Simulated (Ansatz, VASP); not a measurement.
**GaN in VASP and in Ansatz**

```xyz
2
Lattice="0.0000 2.2401 2.3425 2.2401 0.0000 2.3425 2.2401 2.2401 0.0000" Properties=species:S:1:pos:R:3 pbc="T T T"
Ga    0.0000    0.0000    0.0000
N     3.3602    3.3602    3.5137
```

Change from the starting cell: strain -0.015 along x and y, +0.030 along z, atoms carried along.

Alike in both runs: task single point; functional PBE; k mesh 10 × 10 × 10; occupations gaussian, width 0.05 eV; no spin polarisation.

```csv
,VASP,Ansatz
version,VASP 6.6.1,Ansatz 0.2.0
potentials or method,"VASP PAW PBE potentials, release 64 (Ga_d, N), cutoff 520 eV","scalar-relativistic, plane waves, PAW"
valence electrons in the cell,18,18
```

|  | VASP | Ansatz | Ansatz less VASP |
| --- | --- | --- | --- |
| gap on the k mesh at the Fermi level (eV) | 1.47 | 1.46 | -0.006 |
| least direct gap on the mesh (eV) | 1.47 | 1.46 | -0.006 |
| pressure (GPa) | 0.1 | 0.0 | -0.08 |
| traceless stress, the component that is largest in VASP (GPa) | -4.04 | -4.03 | +0.005 |

The functional is the same, so the differences come from potentials, cutoffs and numerics.
